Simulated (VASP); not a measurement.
A run of VASP 6.6.1 is set up as follows.

POSCAR

```
AlB2P3
1.0
    3.4083298663      0.0000000000      0.0000000000
   -1.7041649331      2.9517002487      0.0000000000
    0.0000000000      0.0000000000      8.6151137251
B Al P
2 1 3
Direct
    0.0000000000      0.0000000000     -0.0142002433
    0.6666666667      0.3333333333      0.6857069917
    0.3333333333      0.6666666667      0.3370278487
    0.6666666667      0.3333333333      0.9139262967
    0.3333333333      0.6666666667      0.6126679886
    0.0000000000      0.0000000000      0.2148711175
```

INCAR.step1

```
  PREC = Accurate
  ENCUT = 520
  ISMEAR = -1
  SIGMA = 0.02
  LREAL = False
  LASPH = True
  NELM = 60
  NBANDS = 21
  GGA = PE
  ALGO = Normal
  EDIFF = 1E-4
  LWAVE = True
  LCHARG = False
```

Contents of INCAR.step2:

```
  PREC = Accurate
  ENCUT = 520
  EDIFF = 1E-6
  ISMEAR = -1
  SIGMA = 0.02
  LREAL = False
  LASPH = True
  NELM = 60
  ALGO = Normal
  ISIF = 2
  LWAVE = False
  LCHARG = False
  METAGGA = R2SCAN
  LMIXTAU = True
  NBANDS = 21
  ISTART = 1
```

Contents of KPOINTS:

```
regular mesh
0
Gamma
  12 12 4
```

Potentials or basis: VASP PAW PBE potentials, release 64 (B, Al, P).

Command:

```bash
$ cat potpaw_PBE.64/B/POTCAR potpaw_PBE.64/Al/POTCAR potpaw_PBE.64/P/POTCAR > POTCAR
$ cp INCAR.step1 INCAR
$ mpirun -np 1 vasp_std > vasp.out
$ cp INCAR.step2 INCAR
$ mpirun -np 1 vasp_std > vasp.out
```

Question: What does it give for the largest force?

Answer: 0.027 eV/Å.

Question: Estimate the pressure.

Answer: -0.4 GPa.

Forces in eV/Å, atoms in the order of the input:
```
B    0.000  0.000  0.011
B    0.000  0.000  0.009
Al   0.000  0.000 -0.026
P    0.000  0.000 -0.009
P    0.000  0.000 -0.014
P    0.000  0.000  0.027
```

Caveat: the PAW data sets were made with another functional, which shifts forces and pressure a little.
